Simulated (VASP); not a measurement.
The system is SrO.

```xyz
2
Lattice="0.0000 2.5316 2.5316 2.5316 0.0000 2.5316 2.5316 2.5316 0.0000" Properties=species:S:1:pos:R:3 pbc="T T T"
Sr    2.5316    2.5316    2.5316
O     0.0000    0.0000    0.0000
```

Base run:

- Program: VASP 6.6.1
- Functional: r2SCAN
- Dispersion: rVV10
- Potentials or basis: VASP PAW PBE potentials, release 64 (Sr_sv, O)
- Cutoff: 520 eV
- k mesh: 9 × 9 × 9
- Occupations: fermi-dirac, width 0.05 eV
- Spin: no spin polarisation

Its results: band gap on the k mesh 3.73 eV, indirect (least direct gap 3.79 eV); pressure 5.7 GPa.

The run is repeated on the same cell with these changes: dispersion from rVV10 to none. What comes out?

Band gap on the k mesh 3.77 eV, indirect (least direct gap 3.83 eV); pressure 6.7 GPa.

Dispersion adds attraction, which lowers the pressure at fixed volume.

Caveats: the PAW data sets were made with another functional, which shifts forces and pressure a little.

A k mesh can miss the band edges.
